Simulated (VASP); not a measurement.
Write the native input for VASP 6.6.1 that does the following.

| Item | Value |
| --- | --- |
| Task | single point |
| Functional | PBE |
| Potentials or basis | VASP PAW PBE potentials, release 64 (Hf_pv, O) |
| Cutoff | 520 eV |
| k mesh | 4 × 4 × 4 |
| Occupations | gaussian, width 0.1 eV |
| Spin | no spin polarisation |
| Dipole correction | no |
| Further INCAR settings | ALGO = Normal; EDIFF = 1e-06; NBANDS = 38 |

The structure of HfO3 lies in POSCAR:

```
HfO3
1.0
    4.7759899300      0.0000000000      0.0000000000
    0.0000000000      4.7759899300      0.0000000000
    0.0000000000      0.0000000000      4.7759899300
Hf O
2 6
Direct
    0.0000000000      0.0000000000      0.0000000000
    0.5000000000      0.5000000000      0.5000000000
    0.2500000000      0.0000000000      0.5000000000
    0.7500000000      0.0000000000      0.5000000000
    0.5000000000      0.2500000000      0.0000000000
    0.5000000000      0.7500000000      0.0000000000
    0.0000000000      0.5000000000      0.2500000000
    0.0000000000      0.5000000000      0.7500000000
```

One way to write it, as run:

INCAR

```
  PREC = Accurate
  ENCUT = 520
  EDIFF = 1E-6
  ISMEAR = 0
  SIGMA = 0.1
  LREAL = F
  LASPH = T
  NELM = 100
  ALGO = Normal
  ISIF = 2
  LWAVE = F
  LCHARG = F
  GGA = PE
  NBANDS = 38
```

KPOINTS

```
regular mesh
0
Gamma
  4 4 4
```

Potentials or basis: VASP PAW PBE potentials, release 64 (Hf_pv, O).

Run with:

```console
$ cat potpaw_PBE.64/Hf_pv/POTCAR potpaw_PBE.64/O/POTCAR > POTCAR
$ mpirun -np 1 vasp_std > vasp.out
```

It gave:

```
Pressure               : -45.4 GPa
Band gap on the k mesh : zero (band 28 reaches 2.59 eV, above the bottom of band 29 at 0.56 eV)
```

Caveat: spin-orbit coupling is left out, which moves the levels of the heavy elements.

Wall time 16 s on 1 thread of Intel(R) Xeon(R) 6975P-C (Granite Rapids) (shared host), peak memory 0.21 GiB.
